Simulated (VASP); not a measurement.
Wanted: the native input for a VASP 6.6.1 run.

* Task: single point
* Functional: PBE
* Potentials or basis: VASP PAW PBE potentials, release 64 (Ag, Cl)
* Cutoff: 500 eV
* k mesh: 4 × 4 × 4
* Occupations: gaussian, width 0.01 eV
* Spin: no spin polarisation
* Dipole correction: no
* Further INCAR settings: ALGO = Normal; EDIFF = 1e-06; NBANDS = 16

The structure of AgCl lies in POSCAR:

```
AgCl
1.0
    0.0000000000      2.7350000000      2.7350000000
    2.7350000000      0.0000000000      2.7350000000
    2.7350000000      2.7350000000      0.0000000000
Ag Cl
1 1
Direct
    0.0000000000      0.0000000000      0.0000000000
    0.5000000000      0.5000000000      0.5000000000
```

The input as run:

INCAR

```
ALGO     = Normal         # electronic algorithm
EDIFF    = 1E-6           # SCF threshold, eV
ENCUT    = 500            # plane-wave cutoff, eV
GGA      = PE             # functional
GGA_COMPAT= False        
ISIF     = 2              # what is computed and relaxed
ISMEAR   = 0              # smearing method
LASPH    = True           # aspherical terms in the spheres
LCHARG   = False          # write CHGCAR
LREAL    = False          # projectors in reciprocal space
LWAVE    = False          # write WAVECAR
NBANDS   = 16             # bands
NELM     = 120            # most SCF steps
PREC     = Accurate       # precision mode
SIGMA    = 0.01           # smearing width, eV
```

KPOINTS

```
k-points
0
Gamma
  4 4 4
```

Potentials or basis: VASP PAW PBE potentials, release 64 (Ag, Cl).

Run with:

```console
$ cat potpaw_PBE.64/Ag/POTCAR potpaw_PBE.64/Cl/POTCAR > POTCAR
$ mpirun -np 1 vasp_std > vasp.out
```

It gave:

The pressure is 4.0 GPa and the band gap on the k mesh is 0.90 eV (least direct gap 3.39 eV).

Caveat: the k points lie up to 0.50 Å⁻¹ apart.

Wall time 13 s on 1 thread of Intel Xeon 8259CL, on a shared host, peak memory 0.15 GiB.
